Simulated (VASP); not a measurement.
The system is NbCl.

```
Nb Cl
1.0
     3.21872    0.00000    0.00000
     0.00000    3.21872    0.00000
     0.00000    0.00000    4.21882
Nb Cl
1 1
Direct
  0.50000 0.50000 0.50000
  0.00000 0.00000 0.00000
```

- Program: VASP 6.6.1
- Task: relaxation of cell and atoms
- Functional: PBE
- Potentials or basis: VASP PAW PBE potentials, release 64 (Nb_sv, Cl)
- Cutoff: 600 eV
- k mesh: 6 × 6 × 4
- Occupations: gaussian, width 0.1 eV
- Spin: collinear spin
- Starting moments: [0.71, 0.0] μB

At the start: pressure -14.4 GPa; volume 21.85 Å³/atom.

Question: How do energy, volume and symmetry change on relaxing?

Answer: Over 9 steps the energy falls by 303.5 meV/atom and the volume is 16.55 Å³/atom (-24.3 %); space group P4/mmm (No. 123, to 0.1 Å) before and after; moment 0.00 μB per cell.

Step by step:
```csv
step,energy change (eV),largest force (eV/Å),pressure (GPa),volume (Å³)
1,0.0000,0.0000,-14.36,43.71
2,-0.5696,0.0000,4.24,32.44
3,-0.5889,0.0000,-0.52,33.78
4,-0.5887,0.0000,0.05,33.60
5,-0.6034,0.0000,0.28,33.21
6,-0.6066,0.0000,0.53,32.96
7,-0.6067,0.0000,0.55,32.94
8,-0.6067,0.0000,-0.48,33.24
9,-0.6069,0.0000,0.00,33.10
```

Final structure:
```yaml
crystal:
  lattice:
    - [2.94897, 0.00000, 0.00000]
    - [0.00000, 2.94897, 0.00000]
    - [0.00000, 0.00000, 3.80579]
  atoms:
    - { symbol: Nb, position: [0.50000, 0.50000, 0.50000] }
    - { symbol: Cl, position: [0.00000, 0.00000, 0.00000] }
```

Caveat: the k points lie up to 0.41 Å⁻¹ apart in the final cell, too coarse for converged energies and pressures of a metal; the volume moved by over 15 % at a fixed basis, so the end points are rough.
